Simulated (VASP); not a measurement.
Here is a VASP 6.6.1 calculation.

File INCAR:

```
ALGO     = Normal         # electronic algorithm
EDIFF    = 1E-7           # SCF threshold, eV
ENCUT    = 520            # plane-wave cutoff, eV
GGA      = PS             # functional
ISIF     = 2              # what is computed and relaxed
ISMEAR   = -1             # smearing method
LASPH    = True           # aspherical terms in the spheres
LCHARG   = False          # write CHGCAR
LREAL    = False          # projectors in reciprocal space
LWAVE    = False          # write WAVECAR
NBANDS   = 46             # bands
NELM     = 80             # most SCF steps
PREC     = Accurate       # precision mode
SIGMA    = 0.03           # smearing width, eV
```

Contents of KPOINTS:

```
k-points
0
Gamma
  4 4 4
```

The input POSCAR:

```
LuAsF6
1.0
    3.2930185966      1.9012251732      2.3284130379
   -3.2930185966      1.9012251732      2.3284130379
    0.0000000000     -3.8024503464      2.3284130379
Lu As F
1 1 6
Direct
    0.0000000000      0.0000000000      0.0000000000
    0.5000000000      0.5000000000      0.5000000000
    0.5442291182      0.2454650126      0.1033484413
    0.2454650126      0.1033484413      0.5442291182
    0.8966515587      0.4557708818      0.7545349874
    0.7545349874      0.8966515587      0.4557708818
    0.4557708818      0.7545349874      0.8966515587
    0.1033484413      0.5442291182      0.2454650126
```

Potentials or basis: VASP PAW PBE potentials, release 64 (Lu, As, F).

Launch:

```console
$ cat potpaw_PBE.64/Lu/POTCAR potpaw_PBE.64/As/POTCAR potpaw_PBE.64/F/POTCAR > POTCAR
$ mpirun -np 1 vasp_std > vasp.out
```

(1) What does it give for the pressure?

(2) What does it give for the band gap on the k mesh?

(3) Predict the largest force.

## Answers

(1) 0.0 GPa.

(2) 3.65 eV (least direct gap 3.82 eV).

(3) 0.013 eV/Å.

Caveat: the PAW data sets were made with another functional, which shifts forces and pressure a little; spin-orbit coupling is left out, which moves the levels of the heavy elements.
